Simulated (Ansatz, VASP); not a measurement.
**One calculation of ScAl3, two programs**

File INCAR:

```
SYSTEM = ScAl3
ALGO = Fast
EDIFF = 1E-6
ENCUT = 520
GGA = PS
ISIF = 2
ISMEAR = 0
LASPH = .True.
LCHARG = .False.
LREAL = .False.
LWAVE = .False.
NBANDS = 18
NELM = 100
PREC = Accurate
SIGMA = 0.15
```

The input KPOINTS:

```
k-points
0
Gamma
  12 12 12
  0 0 0
```

Contents of POSCAR:

```
ScAl3
1.0
    4.2341505607      0.0000000000      0.0000000000
    0.0000000000      4.2341505607      0.0000000000
    0.0000000000      0.0000000000      3.7455947268
Sc Al
1 3
Direct
    0.0000000000      0.0000000000      0.0000000000
    0.5000000000      0.0000000000      0.5000000000
    0.0000000000      0.5000000000      0.5000000000
    0.5000000000      0.5000000000      0.0000000000
```

Input for Ansatz:

```yaml
crystal:
  lattice:
    - [4.2341505607, 0.0, 0.0]
    - [0.0, 4.2341505607, 0.0]
    - [0.0, 0.0, 3.7455947268]
  atoms:
    - { symbol: Sc, position: [0.0, 0.0, 0.0] }
    - { symbol: Al, position: [0.5, 0.0, 0.5] }
    - { symbol: Al, position: [0.0, 0.5, 0.5] }
    - { symbol: Al, position: [0.5, 0.5, 0.0] }
basis:
  ecutwfc: 420
kpoints:
  mp_grid: { grid: [12, 12, 12] }
hamiltonian:
  xc: pbesol
scf:
  occupations: { method: gaussian, width: 0.15 }
output:
  forces: true
  stress: true
  eigenvalues: true
  write_density: true
  write_potential: true
  elf: true
  volumetric_format: npy
```

Change from the starting cell: strain +0.040 along x and y, -0.080 along z, atoms carried along.

Alike in both runs: task single point; functional PBEsol; k mesh 12 × 12 × 12; occupations gaussian, width 0.15 eV; no spin polarisation.

|  | VASP | Ansatz |
| --- | --- | --- |
| version | VASP 6.6.1 | Ansatz 0.2.0 |
| potentials or method | VASP PAW PBE potentials, release 64 (Sc_sv, Al), cutoff 520 eV | scalar-relativistic, plane waves, PAW |
| valence electrons in the cell | 20 | 20 |

```csv
,VASP,Ansatz,Ansatz less VASP
gap on the k mesh at the Fermi level (eV),none,none,-
pressure (GPa),1.4,1.3,-0.07
"traceless stress, the component that is largest in VASP (GPa)",9.76,9.73,-0.028
```

VASP's potentials were made for PBE, not for PBEsol. A gap of «none» marks a metal or a gap that the smearing closes.
